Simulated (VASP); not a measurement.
Runs of VASP 6.6.1 on GaSb. The structure is that of space group Immm (No. 71), or close to it. The cells are those of the table. 

| cell | gap on the mesh (eV) | pressure (GPa) |
| --- | --- | --- |
| a = 4.316 Å, angles 137.1, 103.0, 92.4°, 2 atoms | none | -2.3 |
| a = 4.024 Å, angles 138.2, 102.6, 92.1°, 2 atoms | none | 14.6 |
| a = 4.064 Å, angles 136.1, 103.3, 92.8°, 2 atoms | none | 7.9 |
| a = 4.139 Å, angles 131.7, 104.8, 94.6°, 2 atoms | none | (a) |
| a = 4.219 Å, angles 136.1, 103.3, 92.8°, 2 atoms | none | (b) |

Alike in all rows: task single point; level PBE; potentials or basis VASP PAW PBE potentials, release 64 (Ga_d, Sb); no spin polarisation; k mesh 18 × 18 × 18; cutoff (eV) 520; smearing gaussian 0.15 eV.

Problem. Estimate the missing entries.

Solution. (a) 0.3; (b) 0.0.

Caveats: spin-orbit coupling is left out, which moves the levels of the heavy elements; the stress differs along the axes, from 8 to 21 GPa (at least some runs); the cell stands under pressure (at least some runs); the stress differs along the axes, from -2 to 3 GPa (at least some runs).

A k mesh can miss the band edges, and the runs leave out spin-orbit coupling on Ga, Sb.

A gap of «none» marks levels without a gap at the run's occupations.
